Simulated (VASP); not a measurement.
MgB2: electric field gradients with LDA

MgB2:

```xyz
3
Lattice="3.0433 0.0000 0.0000 -1.5217 2.6356 0.0000 0.0000 0.0000 3.4754" Properties=species:S:1:pos:R:3 pbc="T T T"
Mg    0.0000    0.0000    0.0000
B     0.0000    1.7571    1.7377
B     1.5217    0.8785    1.7377
```

This cell differs from its parent crystal: volume scaled by 0.96.

```yaml
Program: VASP 6.6.1
Task: electric field gradients
Functional: LDA
Potentials_or_basis: VASP PAW LDA potentials, release 64 (Mg, B)
Cutoff: 520 eV
k_mesh: 15 × 15 × 12
Occupations: fermi-dirac, width 0.05 eV
Spin: no spin polarisation
Dipole_correction: no
Further_INCAR_settings: ALGO = Normal; EDIFF = 1e-08; NBANDS = 11
```

```yaml
Pressure: -2.2 GPa
Band_gap_on_the_k_mesh: zero (band 4 reaches 7.34 eV, above the bottom of band 5 at 3.44 eV)
```

Levels at points of the mesh, in eV from the Fermi level:
| k point | band 1 | band 2 | band 3 | band 4 | band 5 | band 6 | band 7 | band 8 |
| --- | --- | --- | --- | --- | --- | --- | --- | --- |
| (0.00, 0.00, 0.00) | -12.52 | -3.00 | 0.39 | 0.39 | 1.76 | 6.46 | 6.46 | 8.68 |
| (0.00, 0.00, 0.50) | -11.16 | -7.60 | 0.79 | 0.79 | 6.78 | 6.78 | 8.15 | 10.19 |

Electric field gradients, principal values (V/Å²):
```csv
atom,least,middle,greatest (by size)
1 Mg,0.355,0.355,-0.711
2 B,-9.915,-9.915,19.829
3 B,-9.915,-9.915,19.829
```

Run time: 72 s on 1 thread of Intel Xeon 8259CL, on a shared host, peak memory 0.18 GiB.

Caveat: without QUAD_EFG the Cq values of the log hold for a quadrupole moment of 1 mb, not for the nuclei.
